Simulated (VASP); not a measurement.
# Si (P1) in VASP: a series of runs

The runs below take Si through single point, with PBE0, HSE06.

Everything below comes from runs of VASP 6.6.1. Logs are shortened: lines on timing, memory, paths and dates and some standing lists are left out, and cuts for length are marked.

### 1 The cell of the first run

The typed cell holds 15 atoms: a = 10.860 Å, b = 5.430 Å, c = 5.430 Å, α = 90.00°, β = 90.00°, γ = 90.00°.

### 2 Single point, PBE0

The input, POSCAR:

```
Si
1.0
   10.8600000000      0.0000000000      0.0000000000
    0.0000000000      5.4300000000      0.0000000000
    0.0000000000      0.0000000000      5.4300000000
Si
15
Direct
    0.0005740000      0.9966860000      0.9921590000
    0.0028620000      0.5036580000      0.5014090000
    0.2539240000      0.0032970000      0.4986950000
    0.1204690000      0.2497770000      0.2512250000
    0.1247400000      0.7467910000      0.7517610000
    0.3744750000      0.2449760000      0.7545420000
    0.3679700000      0.7566100000      0.2540310000
    0.5017240000      0.9954420000      0.9968840000
    0.5043080000      0.4982360000      0.5079880000
    0.7511870000      0.9969860000      0.4993270000
    0.7489650000      0.5033010000      0.0024170000
    0.6236760000      0.2419470000      0.2570220000
    0.6274030000      0.7549770000      0.7402560000
    0.8762100000      0.2501360000      0.7411620000
    0.8705500000      0.7615670000      0.2525200000
```

The input, INCAR.step1:

```
SYSTEM = Si
ALGO = Normal
EDIFF = 1E-5
ENCUT = 400
GGA = PE
GGA_COMPAT = .False.
ISIF = 2
ISMEAR = 0
LASPH = .True.
LCHARG = .False.
LREAL = .False.
LWAVE = .True.
NBANDS = 43
NELM = 120
PREC = Accurate
SIGMA = 0.01
```

The input, INCAR.step2:

```
SYSTEM = Si
AEXX = 0.25
ALGO = Normal
EDIFF = 1E-6
ENCUT = 400
GGA = PE
GGA_COMPAT = .False.
ISIF = 2
ISMEAR = 0
ISTART = 1
LASPH = .True.
LCHARG = .False.
LHFCALC = .True.
LREAL = .False.
LWAVE = .False.
NBANDS = 43
NELM = 120
PREC = Accurate
PRECFOCK = Fast
SIGMA = 0.01
```

The input, KPOINTS:

```
k-points
0
Gamma
  1 1 1
  0 0 0
```

Potentials or basis: VASP PAW PBE potentials, release 64 (Si).

The run is started by

```sh
$ cat potpaw_PBE.64/Si/POTCAR > POTCAR
$ cp INCAR.step1 INCAR
$ mpirun -np 1 vasp_gam > vasp.out
$ cp INCAR.step2 INCAR
$ mpirun -np 1 vasp_gam > vasp.out
```

OUTCAR:

```text
SYSTEM = Si
   AEXX = 0.25
   EDIFF = 1E-6
   ENCUT = 400
   GGA = PE
   ISIF = 2
   ISMEAR = 0
   ISTART = 1
   LASPH = .True.
   LHFCALC = .True.
   LREAL = .False.
   NELM = 120
   PREC = Accurate
   PRECFOCK = Fast

 ion  position               nearest neighbor table
   1  0.001  0.997  0.992-   5 2.32   4 2.36  14 2.36  15 2.37
   2  0.003  0.504  0.501-   5 2.31   4 2.32  14 2.34  15 2.42
   3  0.254  0.003  0.499-   7 2.26   6 2.32   4 2.39   5 2.41
   4  0.120  0.250  0.251-   2 2.32   1 2.36   3 2.39
   5  0.125  0.747  0.752-   2 2.31   1 2.32   3 2.41
   6  0.374  0.245  0.755-   3 2.32   8 2.34   9 2.38
   7  0.368  0.757  0.254-   3 2.26   8 2.40   9 2.46
   8  0.502  0.995  0.997-   6 2.34  13 2.35  12 2.35   7 2.40
   9  0.504  0.498  0.508-  13 2.31  12 2.34   6 2.38   7 2.46
  10  0.751  0.997  0.499-  15 2.26  13 2.29  12 2.33  14 2.34
  11  0.749  0.503  0.002-  15 2.36  13 2.37  12 2.40  14 2.41
  12  0.624  0.242  0.257-  10 2.33   9 2.34   8 2.35  11 2.40
  13  0.627  0.755  0.740-  10 2.29   9 2.31   8 2.35  11 2.37
  14  0.876  0.250  0.741-  10 2.34   2 2.34   1 2.36  11 2.41
  15  0.871  0.762  0.253-  10 2.26  11 2.36   1 2.37   2 2.42

  LATTYP: Found a simple tetragonal cell.
 ALAT       =     5.4300000000
 C/A-ratio  =     2.0000000000

  Lattice vectors:

 A1 = (   0.0000000000,   5.4300000000,   0.0000000000)
 A2 = (   0.0000000000,   0.0000000000,   5.4300000000)
 A3 = (  10.8600000000,   0.0000000000,   0.0000000000)

Analysis of symmetry for initial positions (statically):
=====================================================================
 Subroutine PRICEL returns:
 Original cell was already a primitive cell.

 Routine SETGRP: Setting up the symmetry group for a
 simple tetragonal supercell.

 Subroutine GETGRP returns: Found  1 space group operations
 (whereof  1 operations were pure point group operations)
 out of a pool of 16 trial point group operations.

The static configuration has the point symmetry C_1 .

Analysis of symmetry for dynamics (positions and initial velocities):
=====================================================================
 Subroutine PRICEL returns:
 Original cell was already a primitive cell.

 Routine SETGRP: Setting up the symmetry group for a
 simple tetragonal supercell.

 Subroutine GETGRP returns: Found  1 space group operations
 (whereof  1 operations were pure point group operations)
 out of a pool of 16 trial point group operations.

The dynamic configuration has the point symmetry C_1 .

 Subroutine INISYM returns: Found  1 space group operations
 (whereof  1 operations are pure point group operations),
 and found     1 'primitive' translations

----------------------------------------------------------------------------------------

                                     Primitive cell

  volume of cell :     320.2060

  direct lattice vectors                    reciprocal lattice vectors
    10.860000000  0.000000000  0.000000000     0.092081031  0.000000000  0.000000000
     0.000000000  5.430000000  0.000000000     0.000000000  0.184162063  0.000000000
     0.000000000  0.000000000  5.430000000     0.000000000  0.000000000  0.184162063

  length of vectors
    10.860000000  5.430000000  5.430000000     0.092081031  0.184162063  0.184162063

  position of ions in fractional coordinates (direct lattice)
     0.000574000  0.996686000  0.992159000
     0.002862000  0.503658000  0.501409000
     0.253924000  0.003297000  0.498695000
     0.120469000  0.249777000  0.251225000
     0.124740000  0.746791000  0.751761000
     0.374475000  0.244976000  0.754542000
     0.367970000  0.756610000  0.254031000
     0.501724000  0.995442000  0.996884000
     0.504308000  0.498236000  0.507988000
     0.751187000  0.996986000  0.499327000
     0.748965000  0.503301000  0.002417000
     0.623676000  0.241947000  0.257022000
     0.627403000  0.754977000  0.740256000
     0.876210000  0.250136000  0.741162000
     0.870550000  0.761567000  0.252520000

  ion indices of the primitive-cell ions
   primitive index   ion index
                 1           1
                 2           2
                 3           3
                 4           4
                 5           5
                 6           6
                 7           7
                 8           8
                 9           9
                10          10
                11          11
                12          12
                13          13
                14          14
                15          15

----------------------------------------------------------------------------------------

 KPOINTS: k-points

Automatic generation of k-mesh.
 Grid dimensions read from file:
 generate k-points for:    1    1    1

 Generating k-lattice:

  Cartesian coordinates                     Fractional coordinates (reciprocal lattice)
     0.092081031  0.000000000  0.000000000     1.000000000  0.000000000  0.000000000
[... 44 lines left out ...]
   TEBEG  =    0.0;   TEEND  =   0.0 temperature during run
   PSTRESS=    0.0 pullay stress
   NELECT =      60.0000    total number of electrons
   NUPDOWN=      -1.0000    fix difference up-down
   EMIN   =  10.00;   EMAX   =-10.00  energy-range for DOS
   EFERMI =   0.00;   METHOD = LEGACY
   ISMEAR =     0;   SIGMA  =   0.01  broadening in eV -4-tet -1-fermi 0-gaus
   EFERMI_NEDOS =   21; number of points for ismear=-14 and -15
   IALGO  =     38    algorithm
   IMIX   =      1    mixing-type and parameters
     AMIX     =   0.40;   BMIX     =  1.00
     AMIX_MAG =   1.60;   BMIX_MAG =  1.00
  volume/ion in A,a.u.               =      21.35       144.06
  Fermi-wavevector in a.u.,A,eV,Ry     =   0.936804  1.770303 11.940497  0.877602
  Thomas-Fermi vector in A             =   2.063851
   LORBIT       =      0    0 simple, 1 ext, 2 COOP (PROOUT), +10 PAW based schemes
   GGA     = PE    functional components
   LHFCALC =     T    Hartree Fock is set to
   PRECFOCK=fast      Normal, Fast or Accurate (Low or Medium for compatibility)
   ENCUT4O =  -1.0   cutoff for four orbital integrals eV
   NKREDX  =     1    reduce k-point grid by
   NKREDY  =     1    reduce k-point grid by
   NKREDZ  =     1    reduce k-point grid by
   AEXX    =    0.2500 exact exchange contribution
   HFSCREEN=    0.0000 screening length (either q_TF or 0.3 A-1)
   HFSCREENC=   0.0000 screening length for correlation (either q_TF or 0.3 A-1)
   ENCUTFOCK=  -1.0 apply spherical cutoff to Coloumb kernel
   IVDW    =     0    specifies the selected vdW correction
   LEPSILON=     F    determine dielectric tensor
   LRPA    =     F    only Hartree local field effects (RPA)
 non-spin polarized calculation
 Gauss-broadening in eV      SIGMA  =   0.01
  energy-cutoff  :      400.00
  volume of cell :      320.21
 maximum number of plane-waves:      2926
 NGX is ok and might be reduce to    70
  NGX = 36; NGY = 18; NGZ = 18

 number of electron      59.9999999 magnetization

 Free energy of the ion-electron system (eV)
  ---------------------------------------------------
  ext. energy  EPLUGINS =         0.00000000
  ---------------------------------------------------
  free energy    TOTEN  =       -94.41792685 eV

  energy without entropy =      -94.41792685  energy(sigma->0) =      -94.41792685

 E-fermi :   5.4127     XC(G=0):  -7.2303

 val. band max:        5.3302470677   @ k =   0.0000   0.0000   0.0000
 cond. band min:       6.6975170134   @ k =   0.0000   0.0000   0.0000
 fundamental gap:      1.3672699457
 Fermi energy:         5.4126795777

 k-point     1 :       0.0000    0.0000    0.0000
  band No.  band energies     occupation
      1      -8.6982      2.00000
      2      -7.5210      2.00000
      3      -7.1285      2.00000
      4      -4.4744      2.00000
      5      -4.3418      2.00000
      6      -4.2688      2.00000
[... 34 lines left out ...]
     41       9.0614      0.00000
     42       9.1834      0.00000
 [bands above 42 left out]

------------------------ aborting loop because EDIFF is reached ----------------------------------------

  FORCE on cell =-STRESS in cart. coord.  units (eV):
  Direction    XX          YY          ZZ          XY          YZ          ZX
  --------------------------------------------------------------------------------------
  -------------------------------------------------------------------------------------
  Total      -15.2114926     10.7900604     10.1593928     -0.5484557      3.5977055     -1.5186964
  in kB      -76.1119642     53.9889614     50.8333639     -2.7442438     18.0014174     -7.5989232
  external PRESSURE =       9.5701204 kB  Pullay stress =       0.0000000 kB

 VOLUME and BASIS-vectors are now :
 -----------------------------------------------------------------------------
  energy-cutoff  :      400.00
  volume of cell :      320.21
      direct lattice vectors                 reciprocal lattice vectors
    10.860000000  0.000000000  0.000000000     0.092081031  0.000000000  0.000000000
     0.000000000  5.430000000  0.000000000     0.000000000  0.184162063  0.000000000
     0.000000000  0.000000000  5.430000000     0.000000000  0.000000000  0.184162063

 POSITION                                       TOTAL-FORCE (eV/Angst)
 -----------------------------------------------------------------------------------
      0.00623      5.41200      5.38742        -0.000193      0.215851      0.350242
      0.03108      2.73486      2.72265        -0.324712      0.354659     -0.307119
      2.75761      0.01790      2.70791        -1.114505      0.039073      0.316096
      1.30829      1.35629      1.36415        -0.429850     -0.422287      0.125846
      1.35468      4.05508      4.08206        -0.061204      0.454950     -0.430126
      4.06680      1.33022      4.09716         1.043656      0.077814     -0.284947
      3.99615      4.10839      1.37939         1.744941     -0.405538      0.041971
      5.44872      5.40525      5.41308        -0.385258     -0.222745      0.198320
      5.47678      2.70542      2.75837        -0.969124      0.152295     -0.524532
      8.15789      5.41363      2.71135        -0.183683      0.724383      0.095640
      8.13376      2.73292      0.01312        -0.175391     -0.569495     -0.176079
      6.77312      1.31377      1.39563         0.174049      0.415738     -0.345316
      6.81360      4.09953      4.01959         0.189143     -0.207622      0.737735
      9.51564      1.35824      4.02451        -0.163307      0.188401      0.565963
      9.45417      4.13531      1.37118         0.655438     -0.795477     -0.363694
 -----------------------------------------------------------------------------------
    total drift:                               -0.000001     -0.000367      0.000199

  FREE ENERGIE OF THE ION-ELECTRON SYSTEM (eV)
  ---------------------------------------------------
  free  energy   TOTEN  =       -94.4179268548 eV

  energy  without entropy=      -94.4179268548  energy(sigma->0) =      -94.41792685
```

Wall time 67 s (1 thread of Intel Xeon 6975P-C (Granite Rapids), shared host); peak memory 0.26 GiB.

Results:

* Free energy: -94.4179 eV
* Pressure: 1.0 GPa
* Largest force: 1.792 eV/Å

Forces on the atoms (eV/Å):
```
Si   0.000  0.216  0.350
Si  -0.325  0.355 -0.307
Si  -1.115  0.039  0.316
Si  -0.430 -0.422  0.126
Si  -0.061  0.455 -0.430
Si   1.044  0.078 -0.285
Si   1.745 -0.406  0.042
Si  -0.385 -0.223  0.198
Si  -0.969  0.152 -0.525
Si  -0.184  0.724  0.096
Si  -0.175 -0.569 -0.176
Si   0.174  0.416 -0.345
Si   0.189 -0.208  0.738
Si  -0.163  0.188  0.566
Si   0.655 -0.795 -0.364
```

Caveat: the k points lie up to 1.16 Å⁻¹ apart, too coarse for converged energies, forces and pressures; the PAW data sets were made with another functional, which shifts forces and pressure a little.

### 3 Single point, HSE06

POSCAR is that of step 2.

The input, INCAR.step1:

```
SYSTEM = Si
PREC = Accurate
ENCUT = 400
EDIFF = 1E-5
ISMEAR = 0
SIGMA = 0.01
LREAL = .False.
LASPH = .True.
NELM = 120
ALGO = Normal
ISIF = 2
LWAVE = .True.
LCHARG = .False.
GGA = PE
NBANDS = 43
GGA_COMPAT = .False.
```

The input, INCAR.step2:

```
SYSTEM = Si
PREC = Accurate
ENCUT = 400
EDIFF = 1E-6
ISMEAR = 0
SIGMA = 0.01
LREAL = .False.
LASPH = .True.
NELM = 120
ALGO = Normal
ISIF = 2
LWAVE = .False.
LCHARG = .False.
GGA = PE
LHFCALC = .True.
HFSCREEN = 0.2079
PRECFOCK = Fast
ISTART = 1
NBANDS = 43
GGA_COMPAT = .False.
```

The input, KPOINTS:

```
regular mesh
0
Gamma
  1 1 1
  0 0 0
```

Potentials or basis: VASP PAW PBE potentials, release 64 (Si).

The run is started by

```sh
$ cat potpaw_PBE.64/Si/POTCAR > POTCAR
$ cp INCAR.step1 INCAR
$ mpirun -np 1 vasp_gam > vasp.out
$ cp INCAR.step2 INCAR
$ mpirun -np 1 vasp_gam > vasp.out
```

Run time: 82 s. Hardware: 1 thread of Intel Xeon 6975P-C (Granite Rapids), shared host; peak memory 0.36 GiB.

Results (log left out):

```yaml
Free_energy: -86.2449 eV
Pressure: 1.2 GPa
Largest_force: 1.739 eV/Å
```

Forces in eV/Å, atoms in the order of the input:
```
Si   0.010  0.203  0.350
Si  -0.313  0.361 -0.297
Si  -1.106  0.018  0.317
Si  -0.408 -0.410  0.115
Si  -0.028  0.457 -0.427
Si   1.012  0.075 -0.289
Si   1.694 -0.391  0.049
Si  -0.364 -0.240  0.195
Si  -0.943  0.166 -0.521
Si  -0.192  0.713  0.093
Si  -0.196 -0.580 -0.176
Si   0.176  0.415 -0.340
Si   0.192 -0.196  0.730
Si  -0.169  0.190  0.562
Si   0.633 -0.783 -0.359
```

Stress tensor (GPa, compression positive):
```
-6.44 -0.28 -0.78
-0.28  5.17  1.83
-0.78  1.83  4.83
```

Levels at points of the mesh, in eV from the Fermi level:
```csv
k point,band 28,band 29,band 30,band 31,band 32,band 33
"(0.00, 0.00, 0.00)",-1.97,-1.80,-0.06,0.56,0.61,0.63
```

Caveat: the k points lie up to 1.16 Å⁻¹ apart, too coarse for converged energies, forces and pressures; the PAW data sets were made with another functional, which shifts forces and pressure a little.

### 4 Single point, PBE0

POSCAR is that of step 3.

The input, INCAR.step1:

```
ALGO     = Normal         # electronic algorithm
EDIFF    = 1E-5           # SCF threshold, eV
ENCUT    = 400            # plane-wave cutoff, eV
GGA      = PE             # functional
GGA_COMPAT= F            
ISIF     = 2              # what is computed and relaxed
ISMEAR   = -1             # smearing method
LASPH    = T              # aspherical terms in the spheres
LCHARG   = F              # write CHGCAR
LREAL    = F              # projectors in reciprocal space
LWAVE    = T              # write WAVECAR
NBANDS   = 43             # bands
NELM     = 120            # most SCF steps
PREC     = Accurate       # precision mode
SIGMA    = 0.01           # smearing width, eV
```

The input, INCAR.step2:

```
AEXX     = 0.25           # exact-exchange fraction
ALGO     = Normal         # electronic algorithm
EDIFF    = 1E-6           # SCF threshold, eV
ENCUT    = 400            # plane-wave cutoff, eV
GGA      = PE             # functional
GGA_COMPAT= F            
ISIF     = 2              # what is computed and relaxed
ISMEAR   = -1             # smearing method
ISTART   = 1            
LASPH    = T              # aspherical terms in the spheres
LCHARG   = F              # write CHGCAR
LHFCALC  = T              # exact exchange
LREAL    = F              # projectors in reciprocal space
LWAVE    = F              # write WAVECAR
NBANDS   = 43             # bands
NELM     = 120            # most SCF steps
PREC     = Accurate       # precision mode
PRECFOCK = Fast         
SIGMA    = 0.01           # smearing width, eV
```

The input, KPOINTS:

```
k-points
0
Gamma
  1 1 1
```

The run is started by

```sh
$ cat potpaw_PBE.64/Si/POTCAR > POTCAR
$ cp INCAR.step1 INCAR
$ mpirun -np 1 vasp_gam > vasp.out
$ cp INCAR.step2 INCAR
$ mpirun -np 1 vasp_gam > vasp.out
```

It took 67 s on 1 thread of Intel Xeon 6975P-C (Granite Rapids), shared host; peak memory 0.26 GiB.

The run converged. Its results:

```yaml
Free_energy: -94.4179 eV
Pressure: 1.0 GPa
Largest_force: 1.792 eV/Å
```

Forces in eV/Å, atoms in the order of the input:
```
Si   0.000  0.216  0.350
Si  -0.325  0.355 -0.307
Si  -1.115  0.039  0.316
Si  -0.430 -0.422  0.126
Si  -0.061  0.455 -0.430
Si   1.044  0.078 -0.285
Si   1.745 -0.405  0.042
Si  -0.385 -0.223  0.198
Si  -0.969  0.152 -0.525
Si  -0.184  0.724  0.096
Si  -0.175 -0.570 -0.176
Si   0.174  0.416 -0.345
Si   0.189 -0.208  0.738
Si  -0.163  0.188  0.566
Si   0.655 -0.795 -0.364
```

Stress tensor (GPa, compression positive):
```
-7.61 -0.27 -0.76
-0.27  5.40  1.80
-0.76  1.80  5.08
```

Levels at points of the mesh, in eV from the Fermi level:
```
           k point  band 27  band 28  band 29  band 30  band 31  band 32  band 33  band 34
(0.00, 0.00, 0.00)    -2.92    -2.18    -2.01    -0.27     1.10     1.15     1.18     1.24
```

Caveat: the k points lie up to 1.16 Å⁻¹ apart, too coarse for converged energies, forces and pressures; the PAW data sets were made with another functional, which shifts forces and pressure a little.

### 5 Single point, HSE06

POSCAR is that of step 4.

The input, INCAR.step1:

```
SYSTEM = Si
PREC = Accurate
ENCUT = 400
EDIFF = 1E-5
ISMEAR = -1
SIGMA = 0.01
LREAL = .FALSE.
LASPH = .TRUE.
NELM = 120
ALGO = Normal
ISIF = 2
LWAVE = .TRUE.
NBANDS = 43
GGA = PE
GGA_COMPAT = .FALSE.
```

The input, INCAR.step2:

```
SYSTEM = Si
PREC = Accurate
ENCUT = 400
EDIFF = 1E-6
ISMEAR = -1
SIGMA = 0.01
LREAL = .FALSE.
LASPH = .TRUE.
NELM = 120
ALGO = Normal
ISIF = 2
LWAVE = .FALSE.
LCHARG = .TRUE.
GGA = PE
LHFCALC = .TRUE.
HFSCREEN = 0.2079
PRECFOCK = Fast
LELF = .TRUE.
LVHAR = .TRUE.
NBANDS = 43
ISTART = 1
GGA_COMPAT = .FALSE.
```

The input, KPOINTS:

```
regular mesh
0
G
  1 1 1
  0 0 0
```

The run is started by

```sh
$ cat potpaw_PBE.64/Si/POTCAR > POTCAR
$ cp INCAR.step1 INCAR
$ mpirun -np 1 vasp_gam > vasp.out
$ cp INCAR.step2 INCAR
$ mpirun -np 1 vasp_gam > vasp.out
```

It took 95 s on 1 thread of Intel Xeon 6975P-C (Granite Rapids), shared host; peak memory 0.34 GiB.

It converged, with:

| Quantity | Value |
| --- | --- |
| Free energy | -86.2449 eV |
| Pressure | 1.2 GPa |
| Largest force | 1.739 eV/Å |

Forces on the atoms (eV/Å):
```
Si   0.010  0.203  0.350
Si  -0.313  0.361 -0.297
Si  -1.106  0.018  0.317
Si  -0.408 -0.410  0.115
Si  -0.028  0.457 -0.427
Si   1.012  0.075 -0.289
Si   1.694 -0.391  0.049
Si  -0.364 -0.240  0.195
Si  -0.943  0.166 -0.521
Si  -0.192  0.713  0.093
Si  -0.196 -0.580 -0.176
Si   0.176  0.415 -0.340
Si   0.192 -0.196  0.730
Si  -0.169  0.190  0.562
Si   0.633 -0.783 -0.359
```

Stress tensor (GPa, compression positive):
```
-6.44 -0.28 -0.78
-0.28  5.17  1.83
-0.78  1.83  4.83
```

Levels at points of the mesh, in eV from the Fermi level:
| k point | band 28 | band 29 | band 30 | band 31 | band 32 | band 33 |
| --- | --- | --- | --- | --- | --- | --- |
| (0.00, 0.00, 0.00) | -2.21 | -2.04 | -0.29 | 0.32 | 0.37 | 0.40 |

Caveat: the k points lie up to 1.16 Å⁻¹ apart, too coarse for converged energies, forces and pressures; the PAW data sets were made with another functional, which shifts forces and pressure a little.

### 6 Summary

| level | smearing | screening parameter | pressure (GPa) | largest force (eV/Å) |
| --- | --- | --- | --- | --- |
| PBE0 | gaussian 0.01 eV | - | 1.0 | 1.79 |
| HSE06 | gaussian 0.01 eV | 0.2079 1/Å | 1.2 | 1.74 |
| PBE0 | fermi-dirac 0.01 eV | - | 1.0 | 1.79 |
| HSE06 | fermi-dirac 0.01 eV | 0.2079 1/Å | 1.2 | 1.74 |

Alike in all rows: task single point; potentials or basis VASP PAW PBE potentials, release 64 (Si); no spin polarisation; cell as given; k mesh 1 × 1 × 1; cutoff (eV) 400.

Caveats: all runs use coarse meshes; the PAW data sets were made with another functional, which shifts forces and pressure a little.

Total energies depend on the potentials used, so only differences within one code and one set of settings carry meaning.
